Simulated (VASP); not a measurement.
Ge3N4:

```
Ge N
1.0
     7.80261    0.00000    0.00000
    -3.90130    6.75726    0.00000
     0.00000    0.00000    3.12897
Ge N
6 8
Direct
  0.83537 0.23977 0.75000
  0.59560 0.83537 0.25000
  0.23977 0.40440 0.25000
  0.76023 0.59560 0.75000
  0.40440 0.16463 0.75000
  0.16463 0.76023 0.25000
  0.66667 0.33333 0.75000
  0.33333 0.66667 0.25000
  0.67116 0.97387 0.75000
  0.69729 0.67116 0.25000
  0.97387 0.30271 0.25000
  0.02613 0.69729 0.75000
  0.32884 0.02613 0.25000
  0.30271 0.32884 0.75000
```

This cell differs from its parent crystal: epitaxial xy strain -3.0%.

Base run:

| Item | Value |
| --- | --- |
| Program | VASP 6.6.1 |
| Functional | r2SCAN |
| Potentials or basis | VASP PAW PBE potentials, release 64 (Ge_d, N) |
| Cutoff | 660 eV |
| k mesh | 6 × 6 × 8 |
| Occupations | gaussian, width 0.01 eV |
| Spin | no spin polarisation |

Its results: band gap on the k mesh 3.04 eV (least direct gap 3.14 eV); pressure 9.9 GPa; largest force 0.008 eV/Å.

Task: The run is repeated on the same cell with these changes: functional from r2SCAN to PBE; cutoff from 660 eV to 600 eV; occupations from gaussian, width 0.01 eV to fermi-dirac, width 0.02 eV. What comes out?

Result: Band gap on the k mesh 2.60 eV (least direct gap 2.69 eV); pressure 14.9 GPa; largest force 0.096 eV/Å.

Caveats: the cell stands under pressure; the PAW data sets were made with another functional, which shifts forces and pressure a little (at least some runs).

A k mesh can miss the band edges.
